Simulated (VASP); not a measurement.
Here is a VASP 6.6.1 calculation.

File INCAR:

```
SYSTEM = BaTe
PREC = Accurate
ENCUT = 500
EDIFF = 1E-6
ISMEAR = 0
SIGMA = 0.01
LREAL = .FALSE.
LASPH = .TRUE.
NELM = 120
ALGO = Normal
ISIF = 2
LWAVE = .FALSE.
LCHARG = .FALSE.
GGA = PE
NBANDS = 15
GGA_COMPAT = .FALSE.
```

File KPOINTS:

```
Automatic mesh
0
G
  2 2 2
  0 0 0
```

The input POSCAR:

```
BaTe
1.0
    0.0000000000      3.9141586662      3.9141586662
    3.9141586662      0.0000000000      3.9141586662
    3.9141586662      3.9141586662      0.0000000000
Ba Te
1 1
Direct
    0.0000000000      0.0000000000      0.0000000000
    0.2500000000      0.2500000000      0.2500000000
```

Potentials or basis: VASP PAW PBE potentials, release 64 (Ba_sv, Te).

Launch:

```bash
$ cat potpaw_PBE.64/Ba_sv/POTCAR potpaw_PBE.64/Te/POTCAR > POTCAR
$ mpirun -np 1 vasp_std > vasp.out
```

(1) Predict the band gap on the k mesh.

(2) Predict the pressure.

Results:

(1) 2.57 eV (least direct gap 2.91 eV).

(2) 0.5 GPa.

Caveat: the k points lie up to 0.70 Å⁻¹ apart; spin-orbit coupling is left out, which moves the levels of the heavy elements.
